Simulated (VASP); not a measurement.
Here is a VASP 6.6.1 calculation.

The input INCAR:

```
ALGO = Normal
EDIFF = 1E-6
ENCUT = 520
GGA = PS
ISIF = 2
ISMEAR = -1
LASPH = T
LCHARG = F
LREAL = F
LWAVE = F
NBANDS = 35
NELM = 60
PREC = Accurate
SIGMA = 0.05
```

File KPOINTS:

```
k-points
0
Gamma
  6 6 6
```

POSCAR

```
PbSe2
1.0
   -3.2386329600      3.2386329600      3.9021962900
    3.2386329600     -3.2386329600      3.9021962900
    3.2386329600      3.2386329600     -3.9021962900
Pb Se
2 4
Direct
    0.7500000000      0.7500000000      0.0000000000
    0.2500000000      0.2500000000      0.0000000000
    0.1298167350      0.3701832650      0.5000000000
    0.8701832650      0.6298167350      0.5000000000
    0.3701832650      0.8701832650      0.2403665300
    0.6298167350      0.1298167350      0.7596334700
```

Potentials or basis: VASP PAW PBE potentials, release 64 (Pb_d, Se).

Command:

```sh
$ cat potpaw_PBE.64/Pb_d/POTCAR potpaw_PBE.64/Se/POTCAR > POTCAR
$ mpirun -np 1 vasp_std > vasp.out
```

Task: Predict the pressure.

Result: -1.8 GPa.

Task: Predict the band gap on the k mesh.

Result: Zero (band 26 reaches 4.75 eV, above the bottom of band 27 at 4.59 eV).

Stress tensor (GPa, compression positive):
```
-1.78  0.00  0.00
 0.00 -1.78  0.00
 0.00  0.00 -1.87
```

Caveat: the PAW data sets were made with another functional, which shifts forces and pressure a little; spin-orbit coupling is left out, which moves the levels of the heavy elements.
